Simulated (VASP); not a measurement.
A run of VASP 6.6.1 is set up as follows.

The input INCAR:

```
SYSTEM = C
ALGO = Normal ; DIPOL = 0.5 0.5 0.500
EDIFF = 1E-6 ; ENCUT = 520
GGA_COMPAT = .FALSE. ; IDIPOL = 3
ISIF = 2 ; ISMEAR = 0
LASPH = .TRUE. ; LCHARG = .FALSE.
LDIPOL = .TRUE. ; LREAL = .FALSE.
LWAVE = .FALSE. ; NBANDS = 11
NELM = 120 ; NELMDL = -8
PREC = Accurate ; SIGMA = 0.1
```

File KPOINTS:

```
k-points
0
G
  21 21 1
  0 0 0
```

The input POSCAR:

```
C
1.0
    2.2630000000      0.0000000000      0.0000000000
   -1.1315000000      1.9598154888      0.0000000000
    0.0000000000      0.0000000000     28.0000000000
C
2
Direct
    0.3333333333      0.6666666667      0.5153035714
    0.6666666667      0.3333333333      0.4846964286
```

Potentials or basis: VASP PAW LDA potentials, release 64 (C).

The run is started by

```console
$ cat potpaw_LDA.64/C/POTCAR > POTCAR
$ mpirun -np 1 vasp_std > vasp.out
```

What does it give for the largest force?

7.598 eV/Å.

Estimate the band gap on the k mesh.

zero (bands 4 and 5 overlap by 3.02 eV).

Forces on the atoms (eV/Å):
```
C    0.000  0.000 -7.598
C    0.000  0.000  7.598
```
